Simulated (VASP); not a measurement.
Co:

```
CELL_PARAMETERS angstrom
2.45375 0.00000 0.00000
-1.22687 2.12501 0.00000
0.00000 0.00000 4.00837
ATOMIC_POSITIONS crystal
Co 0.33333 0.66667 0.74014
Co 0.66667 0.33333 0.25986
```

Base run:

| Quantity | Value |
| --- | --- |
| Program | VASP 6.6.1 |
| Functional | PBEsol |
| Potentials or basis | VASP PAW PBE potentials, release 64 (Co) |
| Cutoff | 520 eV |
| k mesh | 12 × 12 × 7 |
| Occupations | fermi-dirac, width 0.05 eV |
| Spin | collinear spin, ferromagnetic start |
| Starting moments | [2.0, 2.0] μB |

Its results: pressure -1.7 GPa; net moment 3.16 μB per cell; site moments Co +1.58 μB; largest force 0.573 eV/Å.

**Question.** The run is repeated on the same cell with these changes: functional from PBEsol to r2SCAN. What comes out?

**Answer.** Pressure 5.9 GPa; net moment 3.53 μB per cell; site moments Co +1.82 μB; largest force 0.327 eV/Å.

Caveats: the PAW data sets were made with another functional, which shifts forces and pressure a little.
